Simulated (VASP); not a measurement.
Set up this calculation in VASP 6.6.1, as the native input.

* Task: single point
* Functional: r2SCAN
* Potentials or basis: VASP PAW PBE potentials, release 64 (Rb_sv, Br)
* Cutoff: 520 eV
* k mesh: 6 × 6 × 6
* Occupations: gaussian, width 0.01 eV
* Spin: no spin polarisation
* Dipole correction: no
* Further INCAR settings: ALGO = Normal; EDIFF = 1e-06; NBANDS = 15

The system is RbBr.

```
Rb Br
1.0
    -0.05572    3.46083    3.46083
     3.46083   -0.05572    3.46083
     3.40511    3.40511    0.00000
Rb Br
1 1
Cartesian
  0.0000 0.0000 0.0000
  3.4051 3.4051 3.4608
```

This cell differs from its parent crystal: shear xy strain -3.2%.

These files were run (other wordings do the same):

POSCAR

```
RbBr
1.0
   -0.0557193001      3.4608260907      3.4608260907
    3.4608260907     -0.0557193001      3.4608260907
    3.4051067907      3.4051067907      0.0000000000
Rb Br
1 1
Direct
    0.0000000000      0.0000000000      0.0000000000
    0.5000000000      0.5000000000      0.5000000000
```

INCAR.step1

```
SYSTEM = RbBr
PREC = Accurate
ENCUT = 520
ISMEAR = 0
SIGMA = 0.01
LREAL = .False.
LASPH = .True.
NELM = 60
NBANDS = 15
GGA = PE
ALGO = Normal
EDIFF = 1E-4
LWAVE = .True.
LCHARG = .False.
```

INCAR.step2

```
SYSTEM = RbBr
PREC = Accurate
ENCUT = 520
EDIFF = 1E-6
ISMEAR = 0
SIGMA = 0.01
LREAL = .False.
LASPH = .True.
NELM = 60
ALGO = Normal
ISIF = 2
LWAVE = .False.
LCHARG = .True.
METAGGA = R2SCAN
LMIXTAU = .True.
LELF = .True.
LVHAR = .True.
NBANDS = 15
ISTART = 1
```

KPOINTS

```
Automatic mesh
0
Gamma
  6 6 6
  0 0 0
```

Potentials or basis: VASP PAW PBE potentials, release 64 (Rb_sv, Br).

Launch:

```console
$ cat potpaw_PBE.64/Rb_sv/POTCAR potpaw_PBE.64/Br/POTCAR > POTCAR
$ cp INCAR.step1 INCAR
$ mpirun -np 1 vasp_std > vasp.out
$ cp INCAR.step2 INCAR
$ mpirun -np 1 vasp_std > vasp.out
```

It gave:

The pressure is 0.0 GPa and the band gap on the k mesh is 4.86 eV, direct.

Caveat: the cell differs from its parent crystal (shear xy strain -3.2%); the PAW data sets were made with another functional, which shifts forces and pressure a little.

It took 2.3 min on 1 thread of AMD EPYC 9R45 96-Core Processor (Zen 5), with other jobs on the host, peak memory 0.21 GiB.
